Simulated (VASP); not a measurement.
Here is a VASP 6.6.1 calculation.

Contents of INCAR:

```
SYSTEM = K
ALGO = Normal ; EDIFF = 1E-7
EDIFFG = -0.002 ; ENCUT = 600
GGA = PS ; IBRION = 2
ISIF = 3 ; ISMEAR = -1
LASPH = .True. ; LCHARG = .False.
LREAL = .False. ; LWAVE = .False.
NELM = 100 ; NSW = 100
PREC = Accurate ; PSTRESS = 10.0
SIGMA = 0.05
```

The input KPOINTS:

```
k-points
0
Gamma
  16 16 16
  0 0 0
```

File POSCAR:

```
K
1.0
   -2.6125000000      2.6125000000      2.6125000000
    2.6125000000     -2.6125000000      2.6125000000
    2.6125000000      2.6125000000     -2.6125000000
K
1
Direct
    0.0000000000      0.0000000000      0.0000000000
```

Potentials or basis: VASP PAW PBE potentials, release 64 (K_sv).

Run with:

```bash
$ cat potpaw_PBE.64/K_sv/POTCAR > POTCAR
$ mpirun -np 1 vasp_std > vasp.out
```

(1) Predict the relaxed volume.

(2) Estimate the space group after relaxing (to 0.05 Å).

(3) Predict the relaxed cell.

## Answers

(1) 58.77 Å³/atom.

(2) Im-3m (No. 229).

(3) a = 4.242 Å, b = 4.242 Å, c = 4.242 Å, α = 109.47°, β = 109.47°, γ = 109.47°.

Caveat: the cell is relaxed towards a set pressure, so the enthalpy falls and the energy may rise; the volume moved by over 15 % at a fixed basis, so the end points are rough; the PAW data sets were made with another functional, which shifts forces and pressure a little.
